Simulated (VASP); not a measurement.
A run of VASP 6.6.1:

INCAR

```
  PREC = Accurate
  ENCUT = 520
  EDIFF = 1E-6
  ISMEAR = -1
  SIGMA = 0.05
  LREAL = F
  LASPH = T
  NELM = 60
  ALGO = Normal
  ISIF = 2
  LWAVE = F
  LCHARG = F
  NBANDS = 32
```

File KPOINTS:

```
regular mesh
0
Gamma
  6 6 6
```

Contents of POSCAR:

```
Sn3Se
1.0
    0.0000000000      3.8063553727      3.8063553727
    3.8063553727      0.0000000000      3.8063553727
    3.8063553727      3.8063553727      0.0000000000
Sn Se
3 1
Direct
    0.5000000000      0.5000000000      0.5000000000
    0.7500000000      0.7500000000      0.7500000000
    0.2500000000      0.2500000000      0.2500000000
    0.0000000000      0.0000000000      0.0000000000
```

Potentials or basis: VASP PAW LDA potentials, release 64 (Sn_d, Se).

Run with:

```sh
$ cat potpaw_LDA.64/Sn_d/POTCAR potpaw_LDA.64/Se/POTCAR > POTCAR
$ mpirun -np 1 vasp_std > vasp.out
```

Hardware: 1 thread of Intel(R) Xeon(R) 6975P-C (Granite Rapids) (shared host).

Estimate the wall time of this run.

Run time: 19 s on 1 thread of Intel(R) Xeon(R) 6975P-C (Granite Rapids) (shared host), peak memory 0.21 GiB. Counts: scf iterations 12, k points 16.
